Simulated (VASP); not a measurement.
Input of a VASP 6.6.1 run:

Contents of INCAR:

```
  ALGO = Normal
  EDIFF = 1E-6
  ENCUT = 520
  GGA = PE
  ISIF = 2
  ISMEAR = 0
  LASPH = T
  LCHARG = F
  LREAL = F
  LWAVE = F
  NBANDS = 34
  NELM = 80
  PREC = Accurate
  SIGMA = 0.2
```

File KPOINTS:

```
k-points
0
Gamma
  6 6 2
```

Contents of POSCAR:

```
Ga3B2As
1.0
    3.0373277162      0.0000000000      0.0000000000
   -1.5186638581      2.6304029618      0.0000000000
    0.0000000000      0.0000000000     11.1101724730
Ga B As
3 2 1
Direct
    0.3333333333      0.6666666667      0.6052886441
    0.0000000000      0.0000000000      0.1478837869
    0.0000000000      0.0000000000      0.8191854997
    0.3333333333      0.6666666667     -0.0163850678
    0.6666666667      0.3333333333     -0.0124445065
    0.3333333333      0.6666666667      0.3514716436
```

Potentials or basis: VASP PAW PBE potentials, release 64 (Ga_d, B, As).

Command:

```bash
$ cat potpaw_PBE.64/Ga_d/POTCAR potpaw_PBE.64/B/POTCAR potpaw_PBE.64/As/POTCAR > POTCAR
$ mpirun -np 1 vasp_std > vasp.out
```

Task: Predict the band gap on the k mesh.

Result: Zero (bands 25 and 26 overlap by 5.92 eV).

Task: What does it give for the pressure?

Result: 0.3 GPa.

Task: Estimate the largest force.

Result: 0.046 eV/Å.

Forces in eV/Å, atoms in the order of the input:
```
Ga   0.000  0.000  0.024
Ga   0.000  0.000  0.019
Ga   0.000  0.000  0.019
B    0.000  0.000 -0.044
B    0.000  0.000  0.027
As   0.000  0.000 -0.046
```

Caveat: the k points lie up to 0.40 Å⁻¹ apart, too coarse for converged energies and pressures of a metal.
